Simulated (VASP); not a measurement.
# Sb (Im-3m) in VASP: a series of runs

The runs below take Sb through single point, with PBE.

Everything below comes from runs of VASP 6.6.1. Logs are shortened: lines on timing, memory, paths and dates and some standing lists are left out, and cuts for length are marked.

## Step 1: The cell of the first run

Symmetry: Im-3m, No. 229, cubic system. The conventional cell has a = 3.718 Å, b = 3.718 Å, c = 3.718 Å, α = 90.00°, β = 90.00°, γ = 90.00°. Within 4.2 Å of Sb (site symmetry m-3m) lie 14 Sb at 3.22 to 3.72 Å.

## Step 2: Single point, PBE (volume scaled by 0.98)

INCAR reads:

```
PREC = Accurate
ENCUT = 520
EDIFF = 1E-7
ISMEAR = -1
SIGMA = 0.05
LREAL = F
LASPH = T
NELM = 60
ALGO = Normal
ISIF = 2
LWAVE = F
LCHARG = F
GGA = PE
NBANDS = 8
```

KPOINTS reads:

```
Automatic mesh
0
Gamma
  10 10 10
```

POSCAR reads:

```
Sb
1.0
   -1.8587811731      1.8587811731      1.8587811731
    1.8587811731     -1.8587811731      1.8587811731
    1.8587811731      1.8587811731     -1.8587811731
Sb
1
Direct
    0.0000000000      0.0000000000      0.0000000000
```

Potentials or basis: VASP PAW PBE potentials, release 64 (Sb).

On the command line:

```bash
$ cat potpaw_PBE.64/Sb/POTCAR > POTCAR
$ mpirun -np 1 vasp_std > vasp.out
```

OUTCAR:

```text
PREC = Accurate
   ENCUT = 520
   EDIFF = 1E-7
   ISMEAR = -1
   LREAL = F
   LASPH = T
   NELM = 60
   ISIF = 2
   GGA = PE

 ion  position               nearest neighbor table
   1  0.000  0.000  0.000-

  LATTYP: Found a body centered cubic cell.
 ALAT       =     3.7175623462

  Lattice vectors:

 A1 = (  -1.8587811731,   1.8587811731,   1.8587811731)
 A2 = (   1.8587811731,  -1.8587811731,   1.8587811731)
 A3 = (   1.8587811731,   1.8587811731,  -1.8587811731)

Analysis of symmetry for initial positions (statically):
=====================================================================
 Subroutine PRICEL returns:
 Original cell was already a primitive cell.

 Routine SETGRP: Setting up the symmetry group for a
 body centered cubic supercell.

 Subroutine GETGRP returns: Found 48 space group operations
 (whereof 48 operations were pure point group operations)
 out of a pool of 48 trial point group operations.

The static configuration has the point symmetry O_h .

Analysis of symmetry for dynamics (positions and initial velocities):
=====================================================================
 Subroutine PRICEL returns:
 Original cell was already a primitive cell.

 Routine SETGRP: Setting up the symmetry group for a
 body centered cubic supercell.

 Subroutine GETGRP returns: Found 48 space group operations
 (whereof 48 operations were pure point group operations)
 out of a pool of 48 trial point group operations.

The dynamic configuration has the point symmetry O_h .

 Subroutine INISYM returns: Found 48 space group operations
 (whereof 48 operations are pure point group operations),
 and found     1 'primitive' translations

----------------------------------------------------------------------------------------

                                     Primitive cell

  volume of cell :      25.6889

  direct lattice vectors                    reciprocal lattice vectors
    -1.858781173  1.858781173  1.858781173     0.000000000  0.268993471  0.268993471
     1.858781173 -1.858781173  1.858781173     0.268993471  0.000000000  0.268993471
     1.858781173  1.858781173 -1.858781173     0.268993471  0.268993471  0.000000000

  length of vectors
     3.219503432  3.219503432  3.219503432     0.380414215  0.380414215  0.380414215

  position of ions in fractional coordinates (direct lattice)
     0.000000000  0.000000000  0.000000000

  ion indices of the primitive-cell ions
   primitive index   ion index
                 1           1
[... 68 lines left out ...]
   LSORBIT =      F    spin-orbit coupling
   LASPH  =      T    aspherical Exc in radial PAW
   ENCUT  =  520.0 eV  38.22 Ry    6.18 a.u.   5.99  5.99  5.99*2*pi/ulx,y,z
   NELM   =     60;   NELMIN=  2; NELMDL= -5     # of ELM steps
   EDIFF  = 0.1E-06   stopping-criterion for ELM
   LREAL  =      F    real-space projection
   EDIFFG = 0.1E-05   stopping-criterion for IOM
   NSW    =      0    number of steps for IOM
   IBRION =     -1    ionic relax: 0-MD 1-quasi-New 2-CG
   NFREE  =      0    steps in history (QN), initial steepest desc. (CG)
   ISIF   =      2    stress and relaxation
   ISYM   =      2    0-nonsym 1-usesym 2-fastsym
   POTIM  = 0.5000    time-step for ionic-motion
   TEBEG  =    0.0;   TEEND  =   0.0 temperature during run
   PSTRESS=    0.0 pullay stress
   NELECT =       5.0000    total number of electrons
   NUPDOWN=      -1.0000    fix difference up-down
   EMIN   =  10.00;   EMAX   =-10.00  energy-range for DOS
   EFERMI =   0.00;   METHOD = LEGACY
   ISMEAR =    -1;   SIGMA  =   0.05  broadening in eV -4-tet -1-fermi 0-gaus
   EFERMI_NEDOS =   21; number of points for ismear=-14 and -15
   IALGO  =     38    algorithm
   IMIX   =      4    mixing-type and parameters
     AMIX     =   0.40;   BMIX     =  1.00
     AMIX_MAG =   1.60;   BMIX_MAG =  1.00
  volume/ion in A,a.u.               =      25.69       173.36
  Fermi-wavevector in a.u.,A,eV,Ry     =   0.948746  1.792870 12.246859  0.900119
  Thomas-Fermi vector in A             =   2.076963
   LORBIT       =      0    0 simple, 1 ext, 2 COOP (PROOUT), +10 PAW based schemes
   GGA     = PE    functional components
   LHFCALC =     F    Hartree Fock is set to
   AEXX    =    0.0000 exact exchange contribution
   IVDW    =     0    specifies the selected vdW correction
   LEPSILON=     F    determine dielectric tensor
   LRPA    =     F    only Hartree local field effects (RPA)
 non-spin polarized calculation
  energy-cutoff  :      520.00
  volume of cell :       25.69
 maximum number of plane-waves:       706
   NGX = 11   NGY = 11   NGZ = 11

 number of electron       4.9999999 magnetization

 Free energy of the ion-electron system (eV)
  ---------------------------------------------------
  ext. energy  EPLUGINS =         0.00000000
  ---------------------------------------------------
  free energy    TOTEN  =        -3.87807635 eV

  energy without entropy =       -3.86892173  energy(sigma->0) =       -3.87349904

 E-fermi :   9.0715     XC(G=0): -10.4343

 val. band max:        9.0696683679   @ k =   0.3000   0.1000   0.1000
 cond. band min:       9.1338707440   @ k =   0.5000   0.5000   0.3000
 fundamental gap:      0.0642023762
 Fermi energy:         9.0715179668

 k-point     1 :       0.0000    0.0000    0.0000
  band No.  band energies     occupation
      1      -4.1386      2.00000
      2      14.9504      0.00000
      3      14.9504      0.00000
      4      14.9504      0.00000
      5      19.8114      0.00000
      6      19.8114      0.00000
      7      19.8114      0.00000
      8      20.9148      0.00000
[... 243 lines left out ...]
 k-point    24 :      -0.3000    0.3000    0.1000
  band No.  band energies     occupation
      1      -1.9833      2.00000
      2       7.4380      2.00000
      3      11.1566      0.00000
      4      12.5669      0.00000
      5      16.8323      0.00000
      6      17.7310      0.00000
      7      18.9622      0.00000
      8      24.2269      0.00000

 [... further k-points ...]
[... 5 lines left out ...]
  --------------------------------------------------------------------------------------
  -------------------------------------------------------------------------------------
  Total        0.7333740      0.7333740      0.7333740     -0.0000000      0.0000000     -0.0000000
  in kB       45.7394875     45.7394875     45.7394875     -0.0000000      0.0000000     -0.0000000
  external PRESSURE =      45.7394875 kB  Pullay stress =       0.0000000 kB

 VOLUME and BASIS-vectors are now :
 -----------------------------------------------------------------------------
  energy-cutoff  :      520.00
  volume of cell :       25.69
      direct lattice vectors                 reciprocal lattice vectors
    -1.858781173  1.858781173  1.858781173     0.000000000  0.268993471  0.268993471
     1.858781173 -1.858781173  1.858781173     0.268993471  0.000000000  0.268993471
     1.858781173  1.858781173 -1.858781173     0.268993471  0.268993471  0.000000000

 POSITION                                       TOTAL-FORCE (eV/Angst)
 -----------------------------------------------------------------------------------
      0.00000      0.00000      0.00000         0.000000      0.000000     -0.000000
 -----------------------------------------------------------------------------------
    total drift:                               -0.000000      0.000000      0.000000

  FREE ENERGIE OF THE ION-ELECTRON SYSTEM (eV)
  ---------------------------------------------------
  free  energy   TOTEN  =        -3.8780763523 eV

  energy  without entropy=       -3.8689217308  energy(sigma->0) =       -3.87349904
```

Wall time 12 s (1 thread of AMD EPYC 7R13, shared host); peak memory 0.11 GiB.

What came out:

| Item | Value |
| --- | --- |
| Free energy | -3.8781 eV |
| Pressure | 4.6 GPa |

Caveat: spin-orbit coupling is left out, which moves the levels of the heavy elements.

## Step 3: Single point, PBE (volume scaled by 1.02)

INCAR, as its differences from that of step 2:

```diff
@@ -7,3 +7,3 @@
 LASPH = T
-NELM = 60
+NELM = 100
 ALGO = Normal
```

KPOINTS reads:

```
regular mesh
0
Gamma
  10 10 10
```

POSCAR reads:

```
Sb
1.0
   -1.8837342335      1.8837342335      1.8837342335
    1.8837342335     -1.8837342335      1.8837342335
    1.8837342335      1.8837342335     -1.8837342335
Sb
1
Direct
    0.0000000000      0.0000000000      0.0000000000
```

Potentials or basis: VASP PAW PBE potentials, release 64 (Sb).

On the command line:

```bash
$ cat potpaw_PBE.64/Sb/POTCAR > POTCAR
$ mpirun -np 1 vasp_std > vasp.out
```

Wall time 13 s (1 thread of AMD EPYC 7R13, shared host); peak memory 0.11 GiB.

Results (log left out):

```
Free energy : -3.8982 eV
Pressure    : 1.7 GPa
```

Levels at points of the mesh, in eV from the Fermi level:
```tsv
k point	band 1	band 2	band 3	band 4	band 5	band 6
(0.00, 0.00, 0.00)	-12.89	5.56	5.56	5.56	10.58	10.58
(0.50, 0.00, 0.00)	-8.81	-5.62	1.71	3.77	6.45	6.94
(0.50, 0.50, 0.50)	-5.54	-2.00	-2.00	-2.00	2.97	2.97
```

Caveat: spin-orbit coupling is left out, which moves the levels of the heavy elements.

## Step 4: Single point, PBE (volume scaled by 1.04)

INCAR reads:

```
SYSTEM = Sb
PREC = Accurate ; ENCUT = 520
EDIFF = 1E-6 ; ISMEAR = -1
SIGMA = 0.05 ; LREAL = .False.
LASPH = .True. ; NELM = 80
ALGO = Normal ; ISIF = 2
LWAVE = .False. ; LCHARG = .True.
GGA = PE ; LELF = .True.
LVHAR = .True. ; NBANDS = 8
```

KPOINTS reads:

```
regular mesh
0
Gamma
  10 10 10
  0 0 0
```

POSCAR reads:

```
Sb
1.0
   -1.8959666167      1.8959666167      1.8959666167
    1.8959666167     -1.8959666167      1.8959666167
    1.8959666167      1.8959666167     -1.8959666167
Sb
1
Direct
    0.0000000000      0.0000000000      0.0000000000
```

On the command line:

```bash
$ cat potpaw_PBE.64/Sb/POTCAR > POTCAR
$ mpirun -np 1 vasp_std > vasp.out
```

Wall time 11 s (1 thread of AMD EPYC 7R13, shared host); peak memory 0.11 GiB.

It converged, with:

| Property | Result |
| --- | --- |
| Free energy | -3.9015 eV |
| Pressure | 0.4 GPa |

Levels at points of the mesh, in eV from the Fermi level:
```tsv
k point	band 1	band 2	band 3	band 4	band 5	band 6
(0.00, 0.00, 0.00)	-12.73	5.40	5.40	5.40	10.51	10.51
(0.50, 0.00, 0.00)	-8.77	-5.50	1.67	3.71	6.39	6.92
(0.50, 0.50, 0.50)	-5.63	-1.96	-1.96	-1.96	3.01	3.01
```

Caveat: spin-orbit coupling is left out, which moves the levels of the heavy elements.

## Step 5: Overview

| cell | gap on the mesh (eV) | pressure (GPa) |
| --- | --- | --- |
| a = 3.220 Å, angles 109.5°, 1 atom | none | 4.6 |
| a = 3.263 Å, angles 109.5°, 1 atom | none | 1.7 |
| a = 3.284 Å, angles 109.5°, 1 atom | none | 0.4 |

Alike in all rows: task single point; level PBE; potentials or basis VASP PAW PBE potentials, release 64 (Sb); no spin polarisation; k mesh 10 × 10 × 10; cutoff (eV) 520; smearing fermi-dirac 0.05 eV.

Caveats: spin-orbit coupling is left out, which moves the levels of the heavy elements.

Total energies depend on the potentials used, so only differences within one code and one set of settings carry meaning.
